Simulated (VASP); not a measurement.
# Al31GaN32 (a cell with a defect) in VASP: relaxation of the atoms with PBE

Aim: the relaxation of the atoms of Al31GaN32 (a cell with a defect) with PBE.

Program: VASP 6.6.1. These are calculated values, not measurements. Logs are shortened: lines on timing, memory, paths and dates and some standing lists are left out, and cuts for length are marked.

### 1 The cell of the first run

The cell holds a defect, 64 atoms: a = 9.683 Å, b = 9.683 Å, c = 9.683 Å, α = 99.44°, β = 111.90°, γ = 117.58°.

### 2 Relaxation of the atoms, PBE

The input, INCAR:

```
PREC     = Accurate       # precision mode
ENCUT    = 520            # plane-wave cutoff, eV
EDIFF    = 1E-7           # SCF threshold, eV
ISMEAR   = 0              # smearing method
SIGMA    = 0.02           # smearing width, eV
LREAL    = Auto         
LASPH    = T              # aspherical terms in the spheres
NELM     = 80             # most SCF steps
ALGO     = Normal         # electronic algorithm
ISIF     = 2              # what is computed and relaxed
LWAVE    = F              # write WAVECAR
LCHARG   = F              # write CHGCAR
GGA      = PE             # functional
IBRION   = 2              # ionic algorithm
NSW      = 60             # ionic steps
EDIFFG   = -0.03          # ionic threshold
LUSENCCL = F
```

The input, KPOINTS:

```
Automatic mesh
0
Gamma
  2 2 2
  0.5 0.5 0.5
```

The input, POSCAR:

```
Al31GaN32
1.0
   -1.5651018309     -8.1325076706      5.0180193525
    1.5651018309      8.1325076706      5.0180193525
   -7.8255091547      2.7108358902     -5.0180193525
Ga Al N
1 31 32
Direct
    0.8329508060      0.3746174727      0.7083333333
    0.5829508060      0.2496174727      0.3333333333
    0.5829508060      0.4996174727      0.5833333333
    0.8329508060      0.6246174727      0.9583333333
    0.3329508060      0.3746174727      0.2083333333
    0.8329508060      0.8746174727      0.2083333333
    0.3329508060      0.6246174727      0.4583333333
    0.8329508060      0.1246174727      0.4583333333
    0.3329508060      0.8746174727      0.7083333333
    0.0829508060      0.2496174727      0.8333333333
    0.5829508060      0.7496174727      0.8333333333
    0.0829508060      0.4996174727      0.0833333333
    0.5829508060      0.9996174727      0.0833333333
    0.0829508060      0.7496174727      0.3333333333
    0.0829508060      0.9996174727      0.5833333333
    0.3329508060      0.1246174727      0.9583333333
    0.1662841393      0.7496174727      0.9166666667
    0.9162841393      0.6246174727      0.5416666667
    0.9162841393      0.8746174727      0.7916666667
    0.1662841393      0.9996174727      0.1666666667
    0.6662841393      0.7496174727      0.4166666667
    0.1662841393      0.2496174727      0.4166666667
    0.6662841393      0.9996174727      0.6666666667
    0.1662841393      0.4996174727      0.6666666667
    0.6662841393      0.2496174727      0.9166666667
    0.4162841393      0.6246174727      0.0416666667
    0.9162841393      0.1246174727      0.0416666667
    0.4162841393      0.8746174727      0.2916666667
    0.9162841393      0.3746174727      0.2916666667
    0.4162841393      0.1246174727      0.5416666667
    0.4162841393      0.3746174727      0.7916666667
    0.6662841393      0.4996174727      0.1666666667
    0.0237158607      0.5653825273      0.7083333333
    0.7737158607      0.4403825273      0.3333333333
    0.7737158607      0.6903825273      0.5833333333
    0.0237158607      0.8153825273      0.9583333333
    0.5237158607      0.5653825273      0.2083333333
    0.0237158607      0.0653825273      0.2083333333
    0.5237158607      0.8153825273      0.4583333333
    0.0237158607      0.3153825273      0.4583333333
    0.5237158607      0.0653825273      0.7083333333
    0.2737158607      0.4403825273      0.8333333333
    0.7737158607      0.9403825273      0.8333333333
    0.2737158607      0.6903825273      0.0833333333
    0.7737158607      0.1903825273      0.0833333333
    0.2737158607      0.9403825273      0.3333333333
    0.2737158607      0.1903825273      0.5833333333
    0.5237158607      0.3153825273      0.9583333333
    0.8570491940      0.4403825273      0.9166666667
    0.6070491940      0.3153825273      0.5416666667
    0.6070491940      0.5653825273      0.7916666667
    0.8570491940      0.6903825273      0.1666666667
    0.3570491940      0.4403825273      0.4166666667
    0.8570491940      0.9403825273      0.4166666667
    0.3570491940      0.6903825273      0.6666666667
    0.8570491940      0.1903825273      0.6666666667
    0.3570491940      0.9403825273      0.9166666667
    0.1070491940      0.3153825273      0.0416666667
    0.6070491940      0.8153825273      0.0416666667
    0.1070491940      0.5653825273      0.2916666667
    0.6070491940      0.0653825273      0.2916666667
    0.1070491940      0.8153825273      0.5416666667
    0.1070491940      0.0653825273      0.7916666667
    0.3570491940      0.1903825273      0.1666666667
```

Potentials or basis: VASP PAW PBE potentials, release 64 (Ga_d, Al, N).

Run with:

```
$ cat potpaw_PBE.64/Ga_d/POTCAR potpaw_PBE.64/Al/POTCAR potpaw_PBE.64/N/POTCAR > POTCAR
$ mpirun -np 1 vasp_std > vasp.out
```

OUTCAR:

```text
PREC = Accurate
   ENCUT = 520
   EDIFF = 1E-7
   ISMEAR = 0
   LREAL = Auto
   LASPH = T
   NELM = 80
   ISIF = 2
   GGA = PE
   IBRION = 2
   NSW = 60
   EDIFFG = -0.03

 ion  position               nearest neighbor table
   1  0.833  0.375  0.708-  50 1.90  56 1.90  49 1.90  33 1.91  24 3.09  18 3.09  17 3.09  23 3.09
                            30 3.09  25 3.09   3 3.13  10 3.13   2 3.13  12 3.13   4 3.13   8 3.13
   2  0.583  0.250  0.333-  64 1.90  61 1.90  50 1.90  34 1.91  29 3.09  32 3.09  18 3.09  28 3.09
                            20 3.09  30 3.09   5 3.13   8 3.13   1 3.13  16 3.13  13 3.13   3 3.13
   3  0.583  0.500  0.583-  53 1.90  50 1.90  51 1.90  35 1.91  18 3.09  21 3.09  19 3.09  30 3.09
                            22 3.09  31 3.09   1 3.13   7 3.13   5 3.13   4 3.13   2 3.13  11 3.13
   4  0.833  0.625  0.958-  51 1.90  49 1.90  52 1.90  36 1.91  17 3.09  19 3.09  20 3.09  25 3.09
                            31 3.09  32 3.09  11 3.13  12 3.13   3 3.13  14 3.13   6 3.13   1 3.13
   5  0.333  0.375  0.208-  58 1.90  64 1.90  53 1.90  37 1.91  32 3.09  26 3.09  21 3.09  20 3.09
                            27 3.09  22 3.09   2 3.13  12 3.13  10 3.13   3 3.13   7 3.13  16 3.13
   6  0.833  0.875  0.208-  59 1.90  52 1.90  54 1.90  38 1.91  20 3.09  27 3.09  22 3.09  32 3.09
                            26 3.09  21 3.09  13 3.13  14 3.13  11 3.13  15 3.13   4 3.13   8 3.13
   7  0.333  0.625  0.458-  60 1.90  53 1.90  55 1.90  39 1.91  21 3.09  28 3.09  23 3.09  22 3.09
                            29 3.09  24 3.09   3 3.13  14 3.13  12 3.13  11 3.13   9 3.13   5 3.13
   8  0.833  0.125  0.458-  61 1.90  54 1.90  56 1.90  40 1.91  22 3.09  29 3.09  24 3.09  21 3.09
                            28 3.09  23 3.09   2 3.13  15 3.13  13 3.13  10 3.13   6 3.13   1 3.13
   9  0.333  0.875  0.708-  62 1.90  55 1.90  57 1.90  41 1.91  23 3.09  30 3.09  25 3.09  24 3.09
[... 77 lines left out ...]
  63  0.107  0.065  0.792-  16 1.90  10 1.90  15 1.90  19 1.91
  64  0.357  0.190  0.167-   2 1.90   5 1.90  16 1.90  20 1.91

  LATTYP: Found a body centered orthorhombic cell.
 ALAT       =    10.0360387050
 B/A-ratio  =     1.0804405881
 C/A-ratio  =     1.2475853288

  Lattice vectors:

 A1 = (  -1.5651018309,  -8.1325076706,  -5.0180193525)
 A2 = (   7.8255091547,  -2.7108358902,   5.0180193525)
 A3 = (  -7.8255091547,   2.7108358902,   5.0180193525)

Analysis of symmetry for initial positions (statically):
=====================================================================
 Subroutine PRICEL returns:
 Original cell was already a primitive cell.

 Routine SETGRP: Setting up the symmetry group for a
 body centered orthorhombic supercell.

 Subroutine GETGRP returns: Found  2 space group operations
 (whereof  1 operations were pure point group operations)
 out of a pool of  8 trial point group operations.

The static configuration has the point symmetry C_1 .
 The point group associated with its full space group is C_1h.

Analysis of symmetry for dynamics (positions and initial velocities):
=====================================================================
 Subroutine PRICEL returns:
 Original cell was already a primitive cell.

 Routine SETGRP: Setting up the symmetry group for a
 body centered orthorhombic supercell.

 Subroutine GETGRP returns: Found  2 space group operations
 (whereof  1 operations were pure point group operations)
 out of a pool of  8 trial point group operations.

The dynamic configuration has the point symmetry C_1 .
 The point group associated with its full space group is C_1h.

 Subroutine INISYM returns: Found  2 space group operations
 (whereof  1 operations are pure point group operations),
 and found     1 'primitive' translations

----------------------------------------------------------------------------------------

                                     Primitive cell

  volume of cell :     681.2839

  direct lattice vectors                    reciprocal lattice vectors
    -1.565101831 -8.132507671  5.018019352    -0.079867008 -0.046111238  0.099640907
[... 165 lines left out ...]
 Following reciprocal coordinates:
            Coordinates               Weight
  0.250000  0.250000  0.250000      2.000000
 -0.250000  0.250000  0.250000      2.000000
  0.250000 -0.250000  0.250000      2.000000
 -0.250000 -0.250000  0.250000      2.000000
   k-points           NKPTS =      4   k-points in BZ     NKDIM =      4   number of bands    NBANDS=    166
   number of dos      NEDOS =    301   number of ions     NIONS =     64
   total plane-waves  NPLWV = 373248
   dimension x,y,z NGX =    72 NGY =   72 NGZ =   72
   dimension x,y,z NGXF=   144 NGYF=  144 NGZF=  144
   ions per type =               1  31  32
   NGX,Y,Z   is equivalent  to a cutoff of  12.36, 12.36, 12.36 a.u.
   NGXF,Y,Z  is equivalent  to a cutoff of  24.72, 24.72, 24.72 a.u.
 SYSTEM =  unknown system
   PREC   = accura    normal or accurate (medium, high low for compatibility)
   ISTART =      0    job   : 0-new  1-cont  2-samecut
   ICHARG =      2    charge: 1-file 2-atom 10-const
   ISPIN  =      1    spin polarized calculation?
   LNONCOLLINEAR =      F non collinear calculations
   LSORBIT =      F    spin-orbit coupling
   LASPH  =      T    aspherical Exc in radial PAW
   ENCUT  =  520.0 eV  38.22 Ry    6.18 a.u.  18.00 18.00 18.00*2*pi/ulx,y,z
   NELM   =     80;   NELMIN=  2; NELMDL= -5     # of ELM steps
   EDIFF  = 0.1E-06   stopping-criterion for ELM
   LREAL  =      T    real-space projection
   EDIFFG = -.3E-01   stopping-criterion for IOM
   NSW    =     60    number of steps for IOM
   IBRION =      2    ionic relax: 0-MD 1-quasi-New 2-CG
   NFREE  =      1    steps in history (QN), initial steepest desc. (CG)
   ISIF   =      2    stress and relaxation
   ISYM   =      2    0-nonsym 1-usesym 2-fastsym
   POTIM  = 0.5000    time-step for ionic-motion
   TEBEG  =    0.0;   TEEND  =   0.0 temperature during run
   PSTRESS=    0.0 pullay stress
   NELECT =     266.0000    total number of electrons
   NUPDOWN=      -1.0000    fix difference up-down
   EMIN   =  10.00;   EMAX   =-10.00  energy-range for DOS
   EFERMI =   0.00;   METHOD = LEGACY
   ISMEAR =     0;   SIGMA  =   0.02  broadening in eV -4-tet -1-fermi 0-gaus
   EFERMI_NEDOS =   21; number of points for ismear=-14 and -15
   IALGO  =     38    algorithm
   IMIX   =      4    mixing-type and parameters
     AMIX     =   0.40;   BMIX     =  1.00
     AMIX_MAG =   1.60;   BMIX_MAG =  1.00
  volume/ion in A,a.u.               =      10.65        71.84
  Fermi-wavevector in a.u.,A,eV,Ry     =   1.196537  2.261126 19.479460  1.431700
  Thomas-Fermi vector in A             =   2.332474
   LORBIT       =      0    0 simple, 1 ext, 2 COOP (PROOUT), +10 PAW based schemes
   GGA     = PE    functional components
   LHFCALC =     F    Hartree Fock is set to
   AEXX    =    0.0000 exact exchange contribution
   IVDW    =     0    specifies the selected vdW correction
   LEPSILON=     F    determine dielectric tensor
   LRPA    =     F    only Hartree local field effects (RPA)
 conjugate gradient relaxation of ions
 non-spin polarized calculation
 Gauss-broadening in eV      SIGMA  =   0.02
  energy-cutoff  :      520.00
  volume of cell :      681.28
 maximum number of plane-waves:     18381
   NGX = 35   NGY = 35   NGZ = 35

--------------------------------------- Ionic step        1  -------------------------------------------

 number of electron     266.0000028 magnetization

 Free energy of the ion-electron system (eV)
  ---------------------------------------------------
  ext. energy  EPLUGINS =         0.00000000
  ---------------------------------------------------
  free energy    TOTEN  =      -473.60207464 eV

  energy without entropy =     -473.60207464  energy(sigma->0) =     -473.60207464

------------------------ aborting loop because EDIFF is reached ----------------------------------------

  FORCE on cell =-STRESS in cart. coord.  units (eV):
  Direction    XX          YY          ZZ          XY          YZ          ZX
  --------------------------------------------------------------------------------------
  -------------------------------------------------------------------------------------
  Total        1.3581440      1.3637952      2.1623108     -0.0048940     -0.0002508     -0.0004344
  in kB        3.1939512      3.2072411      5.0851124     -0.0115093     -0.0005897     -0.0010215
  external PRESSURE =       3.8287682 kB  Pullay stress =       0.0000000 kB
[... 477 lines left out ...]
--------------------------------------- Ionic step        6  -------------------------------------------

 number of electron     266.0000026 magnetization

 Free energy of the ion-electron system (eV)
  ---------------------------------------------------
  ext. energy  EPLUGINS =         0.00000000
  ---------------------------------------------------
  free energy    TOTEN  =      -473.72390478 eV

  energy without entropy =     -473.72390478  energy(sigma->0) =     -473.72390478

 E-fermi :   6.0184     XC(G=0): -10.8654

 val. band max:        5.8986367314   @ k =  -0.2500   0.2500   0.2500
 cond. band min:      10.5966548214   @ k =  -0.2500   0.2500   0.2500
 fundamental gap:      4.6980180900
 Fermi energy:         6.0184082658

 k-point     1 :       0.2500    0.2500    0.2500
  band No.  band energies     occupation
      1      -8.6223      2.00000
      2      -8.5994      2.00000
      3      -8.5934      2.00000
      4      -8.5871      2.00000
      5      -7.8921      2.00000
      6      -7.8344      2.00000
[... 581 lines left out ...]
    144      11.8700      0.00000
    145      12.0047      0.00000
 [bands above 145 left out]

------------------------ aborting loop because EDIFF is reached ----------------------------------------

  FORCE on cell =-STRESS in cart. coord.  units (eV):
  Direction    XX          YY          ZZ          XY          YZ          ZX
  --------------------------------------------------------------------------------------
  -------------------------------------------------------------------------------------
  Total        1.0666327      1.0597978      2.1409980      0.0059192     -0.0011204     -0.0019406
  in kB        2.5084032      2.4923295      5.0349912      0.0139202     -0.0026349     -0.0045637
  external PRESSURE =       3.3452413 kB  Pullay stress =       0.0000000 kB
[... 79 lines left out ...]
  FREE ENERGIE OF THE ION-ELECTRON SYSTEM (eV)
  ---------------------------------------------------
  free  energy   TOTEN  =      -473.7239047758 eV

  energy  without entropy=     -473.7239047758  energy(sigma->0) =     -473.72390478

 reached required accuracy - stopping structural energy minimisation
```

Run time: 6.8 min. Hardware: 1 × NVIDIA H100 80GB with 1 thread of AMD EPYC 7R13 (Zen 3), shared host; peak memory 1.8 GiB.

What came out:

```
Free energy                  : -473.7239 eV
Energy gained by relaxing    : 1.9 meV/atom
Ionic steps                  : 6
Pressure after relaxing      : 0.3 GPa
Largest force after relaxing : 0.028 eV/Å
Band gap on the k mesh       : 4.70 eV
```

Forces on the atoms (eV/Å):
```
Ga   0.000  0.000  0.014
Al   0.000  0.014 -0.006
Al   0.012 -0.007 -0.006
Al  -0.008 -0.009 -0.006
Al   0.001  0.000  0.004
Al   0.014  0.008  0.016
Al  -0.001  0.002  0.006
Al  -0.012 -0.003 -0.006
Al   0.005  0.003  0.010
Al   0.009 -0.001 -0.008
Al  -0.027  0.000 -0.005
Al   0.003  0.009 -0.008
Al  -0.014 -0.023 -0.005
Al   0.007  0.006 -0.008
Al   0.009  0.003 -0.008
Al   0.001 -0.002  0.006
Al   0.004  0.000  0.016
Al  -0.001 -0.001  0.023
Al  -0.010 -0.008 -0.007
Al   0.008  0.017 -0.004
Al   0.027 -0.008 -0.005
Al   0.018 -0.002 -0.004
Al   0.000  0.001 -0.005
Al   0.002  0.004  0.016
Al   0.001  0.000 -0.005
Al  -0.015 -0.009 -0.001
Al  -0.017 -0.010 -0.003
Al  -0.007 -0.002  0.002
Al  -0.012 -0.005 -0.007
Al  -0.001  0.000 -0.007
Al  -0.005 -0.005  0.002
Al   0.006  0.027 -0.005
N   -0.002 -0.001  0.013
N    0.013 -0.001  0.007
N    0.005  0.012  0.007
N   -0.006 -0.001  0.000
N    0.000  0.000 -0.007
N   -0.004 -0.002  0.000
N    0.006 -0.007  0.004
N   -0.003 -0.005  0.000
N   -0.002 -0.001 -0.023
N    0.002 -0.009  0.006
N   -0.007 -0.016  0.003
N   -0.007  0.007  0.006
N   -0.017  0.002  0.003
N    0.020 -0.010  0.002
N    0.002  0.022  0.002
N   -0.003  0.009  0.004
N    0.002 -0.001 -0.001
N   -0.003 -0.002 -0.001
N   -0.002 -0.003 -0.007
N    0.004 -0.005 -0.012
N    0.007  0.000 -0.012
N   -0.002  0.006 -0.012
N   -0.010 -0.005  0.023
N    0.001  0.002 -0.001
N   -0.009 -0.006  0.023
N    0.004  0.002  0.000
N    0.001  0.001 -0.006
N   -0.001  0.015 -0.014
N   -0.004  0.000 -0.007
N    0.003  0.002  0.027
N    0.013 -0.009 -0.014
N    0.003  0.006 -0.012
```

Step by step:
```
step  energy change (eV)  largest force (eV/Å)  pressure (GPa)
   1              0.0000                1.1454            0.38
   2             -0.1027                0.2654            0.34
   3             -0.1050                0.2330            0.34
   4             -0.1176                0.1007            0.34
   5             -0.1182                0.0923            0.33
   6             -0.1218                0.0283            0.33
```

Final structure:
```cif
data_structure
_symmetry_space_group_name_H-M 'P 1'
_symmetry_Int_Tables_number 1
_cell_length_a 9.6834
_cell_length_b 9.6834
_cell_length_c 9.6834
_cell_angle_alpha 99.442
_cell_angle_beta 111.903
_cell_angle_gamma 117.576
_cell_volume 681.28
loop_
_atom_site_label
_atom_site_type_symbol
_atom_site_fract_x
_atom_site_fract_y
_atom_site_fract_z
_atom_site_occupancy
Ga1 Ga 0.83340 0.37505 0.70835 1
Al1 Al 0.58228 0.24921 0.33206 1
Al2 Al 0.58228 0.50022 0.58307 1
Al3 Al 0.83294 0.62555 0.95904 1
Al4 Al 0.33294 0.37458 0.20837 1
Al5 Al 0.83295 0.87456 0.20838 1
Al6 Al 0.33289 0.62462 0.45825 1
Al7 Al 0.83294 0.12389 0.45738 1
Al8 Al 0.33272 0.87438 0.70834 1
Al9 Al 0.08395 0.24940 0.83388 1
Al10 Al 0.58307 0.74965 0.83341 1
Al11 Al 0.08395 0.50007 0.08455 1
Al12 Al 0.58307 0.99966 0.08342 1
Al13 Al 0.08289 0.74954 0.33315 1
Al14 Al 0.08289 0.99974 0.58335 1
Al15 Al 0.33289 0.12464 0.95827 1
Al16 Al 0.16761 0.75113 0.91760 1
Al17 Al 0.91653 0.62558 0.54094 1
Al18 Al 0.91637 0.87470 0.79168 1
Al19 Al 0.16633 0.99960 0.16669 1
Al20 Al 0.66630 0.74969 0.41670 1
Al21 Al 0.16633 0.24963 0.41673 1
Al22 Al 0.66547 0.99827 0.66656 1
Al23 Al 0.16761 0.50001 0.66648 1
Al24 Al 0.66547 0.24892 0.91720 1
Al25 Al 0.41628 0.62467 0.04162 1
Al26 Al 0.91617 0.12457 0.04160 1
Al27 Al 0.41623 0.87456 0.29173 1
Al28 Al 0.91637 0.37469 0.29167 1
Al29 Al 0.41483 0.12359 0.54124 1
Al30 Al 0.41623 0.37451 0.79167 1
Al31 Al 0.66630 0.49960 0.16661 1
N1 N 0.02962 0.57130 0.70833 1
N2 N 0.77374 0.44037 0.33338 1
N3 N 0.77374 0.69036 0.58337 1
N4 N 0.02365 0.81530 0.95828 1
N5 N 0.52367 0.56534 0.20833 1
N6 N 0.02376 0.06541 0.20835 1
N7 N 0.52322 0.81483 0.45799 1
N8 N 0.02365 0.31538 0.45835 1
N9 N 0.52384 0.06551 0.70833 1
N10 N 0.27368 0.44042 0.83335 1
N11 N 0.77363 0.94003 0.83361 1
N12 N 0.27368 0.69033 0.08326 1
N13 N 0.77363 0.19002 0.08359 1
N14 N 0.27325 0.93982 0.33302 1
N15 N 0.27325 0.19023 0.58343 1
N16 N 0.52322 0.31523 0.95839 1
N17 N 0.85751 0.44199 0.92246 1
N18 N 0.60055 0.31352 0.53703 1
N19 N 0.60700 0.56533 0.79165 1
N20 N 0.85699 0.69070 0.16708 1
N21 N 0.35655 0.44049 0.41643 1
N22 N 0.85699 0.93992 0.41629 1
N23 N 0.35779 0.69072 0.66663 1
N24 N 0.85751 0.18505 0.66552 1
N25 N 0.35779 0.94116 0.91707 1
N26 N 0.10705 0.31540 0.04166 1
N27 N 0.60701 0.81533 0.04168 1
N28 N 0.10735 0.56554 0.29228 1
N29 N 0.60700 0.06535 0.29167 1
N30 N 0.10731 0.81594 0.54138 1
N31 N 0.10735 0.06507 0.79181 1
N32 N 0.35655 0.19012 0.16605 1
```
